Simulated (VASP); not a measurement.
Crystal: CdTe.

```
Te Cd
1.0
     0.00000    3.20500    3.20500
     3.20500    0.00000    3.20500
     3.20500    3.20500    0.00000
Te Cd
1 1
Cartesian
  4.8075 4.8075 4.8075
  0.0000 0.0000 0.0000
```

* Program: VASP 6.6.1
* Task: relaxation of cell and atoms
* Functional: PBE0
* Potentials or basis: VASP PAW PBE potentials, release 64 (Te, Cd)
* Cutoff: 600 eV
* k mesh: 4 × 4 × 4
* Occupations: fermi-dirac, width 0.05 eV
* Spin: no spin polarisation

At the start: pressure 3.3 GPa; volume 32.92 Å³/atom.

Q: Where does the relaxation end?

A: Over 3 steps the energy falls by 23.1 meV/atom and the volume is 35.32 Å³/atom (+7.3 %); space group F-43m (No. 216, to 0.1 Å) before and after.

The path:
```csv
step,energy change (eV),largest force (eV/Å),pressure (GPa),volume (Å³)
1,0.0000,0.0000,3.26,65.84
2,-0.0406,0.0000,-0.95,72.44
3,-0.0463,0.0000,-0.02,70.63
```

Final structure:
```
Te Cd
1.0
     0.00000    3.28092    3.28092
     3.28092    0.00000    3.28092
     3.28092    3.28092    0.00000
Te Cd
1 1
Cartesian
  4.9214 4.9214 4.9214
  0.0000 0.0000 0.0000
```

Caveat: the k points lie up to 0.41 Å⁻¹ apart in the final cell; the PAW data sets were made with another functional, which shifts forces and pressure a little.
